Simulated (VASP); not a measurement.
A run of VASP 6.6.1:

Contents of INCAR:

```
SYSTEM = Al
PREC = Accurate
ENCUT = 520
EDIFF = 1E-6
ISMEAR = 1
SIGMA = 0.2
LREAL = .False.
LASPH = .True.
NELM = 100
ALGO = Normal
ISIF = 2
LWAVE = .False.
LCHARG = .True.
LELF = .True.
LVHAR = .True.
NBANDS = 8
```

File KPOINTS:

```
Automatic mesh
0
Gamma
  20 20 20
  0 0 0
```

Contents of POSCAR:

```
Al
1.0
   -1.5753065031      1.5753065031      1.5912186900
    1.5753065031     -1.5753065031      1.5912186900
    1.5753065031      1.5753065031     -1.5912186900
Al
1
Direct
    0.0000000000      0.0000000000      0.0000000000
```

Potentials or basis: VASP PAW LDA potentials, release 64 (Al).

The run is started by

```sh
$ cat potpaw_LDA.64/Al/POTCAR > POTCAR
$ mpirun -np 1 vasp_std > vasp.out
```

Hardware: 1 thread of Intel(R) Xeon(R) 6975P-C (Granite Rapids), with other jobs on the host.

How long does it take, and how much memory?

It took 17 s on 1 thread of Intel(R) Xeon(R) 6975P-C (Granite Rapids), with other jobs on the host, peak memory 0.16 GiB. Counts: scf iterations 9, k points 641.
